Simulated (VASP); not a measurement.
A run of VASP 6.6.1 is set up as follows.

INCAR

```
PREC = Accurate
ENCUT = 520
EDIFF = 1E-6
ISMEAR = 0
SIGMA = 0.15
LREAL = False
LASPH = True
NELM = 60
ALGO = Fast
ISIF = 2
LWAVE = False
LCHARG = False
GGA = PE
NBANDS = 11
```

The input KPOINTS:

```
regular mesh
0
Gamma
  26 26 26
```

The input POSCAR:

```
Pt
1.0
    0.0000000000      1.9850550539      1.9850550539
    2.0247561550      0.0000000000      1.9850550539
    2.0247561550      1.9850550539      0.0000000000
Pt
1
Direct
    0.0000000000      0.0000000000      0.0000000000
```

Potentials or basis: VASP PAW PBE potentials, release 64 (Pt).

Command:

```bash
$ cat potpaw_PBE.64/Pt/POTCAR > POTCAR
$ mpirun -np 1 vasp_std > vasp.out
```

What does it give for the pressure?

-5.0 GPa.

What does it give for the band gap on the k mesh?

Zero (band 5 reaches 10.74 eV, above the bottom of band 6 at 8.63 eV).

Stress tensor (GPa, compression positive):
```
-6.15  0.00  0.00
 0.00 -4.42  0.00
 0.00  0.00 -4.42
```

Caveat: the cell differs from its parent crystal (strain +0.0200 x Voigt [1, 0, 0, 0, 0, 0]); spin-orbit coupling is left out, which moves the levels of the heavy elements.
